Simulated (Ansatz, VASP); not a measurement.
**One calculation of Sb, two programs**

The input INCAR:

```
PREC = Accurate
ENCUT = 520
EDIFF = 1E-7
ISMEAR = -1
SIGMA = 0.05
LREAL = F
LASPH = T
NELM = 80
ALGO = Normal
ISIF = 2
LWAVE = F
LCHARG = F
GGA = PE
NBANDS = 12
```

Contents of KPOINTS:

```
regular mesh
0
Gamma
  12 12 7
```

File POSCAR:

```
Sb
1.0
    3.3690001795      0.0000000000      0.0000000000
   -1.6845000898      2.9176397408      0.0000000000
    0.0000000000      0.0000000000      5.3300000000
Sb
2
Direct
    0.3333333333      0.6666666667      0.2500000000
    0.6666666667      0.3333333333      0.7500000000
```

Input for Ansatz:

```yaml
crystal:
  lattice:
    - [3.3690001795, 0.0, 0.0]
    - [-1.6845000898, 2.9176397408, 0.0]
    - [0.0, 0.0, 5.33]
  atoms:
    - { symbol: Sb, position: [0.3333333333, 0.6666666667, 0.25] }
    - { symbol: Sb, position: [0.6666666667, 0.3333333333, 0.75] }
kpoints:
  mp_grid: { grid: [12, 12, 7] }
  band_path:
    path:
      - [0.0, 0.0, 0.0]
      - [0.5, 0.0, 0.0]
      - [0.3333333333, 0.3333333333, 0.0]
      - [0.0, 0.0, 0.0]
      - [0.0, 0.0, 0.5]
      - [0.5, 0.0, 0.5]
      - [0.3333333333, 0.3333333333, 0.5]
      - [0.0, 0.0, 0.5]
      - [0.5, 0.0, 0.5]
    npoints: 14
scf:
  occupations: { method: fermi_dirac, width: 0.05 }
hamiltonian:
  xc: pbe
  pseudopotentials: { kind: all_electron, lapw: { basis_error: 0.0005 } }
output:
  forces: true
  stress: true
  eigenvalues: true
  populations: true
  dos: { projected: true, de: 0.2, e_range: [-14, 8] }
```

Alike in both runs: task single point; functional PBE; k mesh 12 × 12 × 7; occupations fermi-dirac, width 0.05 eV; no spin polarisation.

|  | VASP | Ansatz |
| --- | --- | --- |
| version | VASP 6.6.1 | Ansatz 0.2.0 |
| potentials or method | VASP PAW PBE potentials, release 64 (Sb), cutoff 520 eV | all-electron LAPW, scalar-relativistic |

```tsv
	VASP	Ansatz	Ansatz less VASP
pressure (GPa)	2.9	3.0	+0.14
traceless stress, the component that is largest in VASP (GPa)	-0.75	-0.75	+0.005
```

Ansatz ran all-electron here, and VASP with PAW potentials.

Spin-orbit coupling is off throughout.
